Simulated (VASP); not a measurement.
Set up this calculation in VASP 6.6.1, as the native input.

```yaml
Task: single point
Functional: PBEsol
Potentials_or_basis: VASP PAW PBE potentials, release 64 (Rh_pv)
Cutoff: 520 eV
k_mesh: 18 × 18 × 10
Occupations: gaussian, width 0.1 eV
Spin: no spin polarisation
Dipole_correction: no
Further_INCAR_settings: ALGO = Fast; EDIFF = 1e-06; NBANDS = 22
```

The structure of Rh lies in POSCAR:

```
Rh
1.0
    2.6888395124      0.0000000000      0.0000000000
   -1.3444197562      2.3286033244      0.0000000000
    0.0000000000      0.0000000000      4.3293548531
Rh
2
Direct
    0.6666666667      0.3333333333      0.7500000000
    0.3333333333      0.6666666667      0.2500000000
```

This isn't the form of Rh at room conditions, which is fcc.

One way to write it, as run:

INCAR

```
SYSTEM = Rh
  ALGO = Fast
  EDIFF = 1E-6
  ENCUT = 520
  GGA = PS
  ISIF = 2
  ISMEAR = 0
  LASPH = .TRUE.
  LCHARG = .FALSE.
  LREAL = .FALSE.
  LWAVE = .FALSE.
  NBANDS = 22
  NELM = 60
  PREC = Accurate
  SIGMA = 0.1
```

KPOINTS

```
k-points
0
G
  18 18 10
  0 0 0
```

Potentials or basis: VASP PAW PBE potentials, release 64 (Rh_pv).

Launch:

```bash
$ cat potpaw_PBE.64/Rh_pv/POTCAR > POTCAR
$ mpirun -np 1 vasp_std > vasp.out
```

It gave:

```
Pressure               : 0.0 GPa
Band gap on the k mesh : zero (bands 15 and 16 overlap by 2.51 eV)
```

Caveat: the PAW data sets were made with another functional, which shifts forces and pressure a little.

Run time: 2.7 min on 1 thread of Intel Xeon 8259CL (shared host), peak memory 0.21 GiB.
